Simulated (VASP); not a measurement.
## K: single point with PBEsol

K:

```xyz
3
Lattice="0.0000 5.1659 5.1659 5.1659 0.0000 5.1659 5.1659 5.1659 0.0000" Properties=species:S:1:pos:R:3 pbc="T T T"
K     2.5829    2.5829    2.5829
K     7.7488    7.7488    7.7488
K     5.1659    5.1659    5.1659
```

- Program: VASP 6.6.1
- Task: single point
- Functional: PBEsol
- Potentials or basis: VASP PAW PBE potentials, release 64 (K_sv)
- Cutoff: 520 eV
- k mesh: 4 × 4 × 4
- Occupations: methfessel-paxton, width 0.2 eV
- Spin: no spin polarisation

The pressure is -0.2 GPa.

Levels at points of the mesh, in eV from the Fermi level:
```
           k point  band 11  band 12  band 13  band 14  band 15  band 16
(0.00, 0.00, 0.00)   -15.64   -15.64    -1.83     1.85     1.85     1.85
(0.50, 0.00, 0.00)   -15.64   -15.64    -0.85    -0.52     1.69     1.69
(0.50, 0.50, 0.00)   -15.63   -15.63    -0.41    -0.29     0.83     1.01
```

It took 42 s on 1 thread of Intel(R) Xeon(R) Platinum 8375C CPU @ 2.90GHz (Ice Lake) (shared host), peak memory 0.39 GiB.

Caveat: the PAW data sets were made with another functional, which shifts forces and pressure a little.
